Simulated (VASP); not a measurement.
W, 1 atom in the cell. Symmetry: I4/mmm, No. 139, tetragonal system. The conventional cell has a = 3.154 Å, b = 3.154 Å, c = 3.391 Å, α = 90.00°, β = 90.00°, γ = 90.00°. W (site symmetry 4/mmm) has 14 W at 2.80 to 3.39 Å within 3.7 Å.  This cell differs from its parent crystal: strain +0.0750 x Voigt [0, 1, 0, 0, 0, 0].

```yaml
Program: VASP 6.6.1
Task: single point
Functional: PBEsol
Potentials_or_basis: VASP PAW PBE potentials, release 64 (W_sv)
Cutoff: 520 eV
k_mesh: 26 × 26 × 26
Occupations: gaussian, width 0.15 eV
Spin: no spin polarisation
Dipole_correction: no
Further_INCAR_settings: ALGO = Fast; EDIFF = 1e-07; NBANDS = 13
```

Potentials or basis: VASP PAW PBE potentials, release 64 (W_sv).

Run with:

```console
$ cat potpaw_PBE.64/W_sv/POTCAR > POTCAR
$ mpirun -np 1 vasp_std > vasp.out
```

Hardware: 1 thread of Intel(R) Xeon(R) Platinum 8488C (Sapphire Rapids), with other jobs on the host.

Problem. How long does it take, and how much memory?

Solution. It took 120 s on 1 thread of Intel(R) Xeon(R) Platinum 8488C (Sapphire Rapids), on a shared host, peak memory 0.38 GiB. Counts: scf iterations 14, k points 1330.
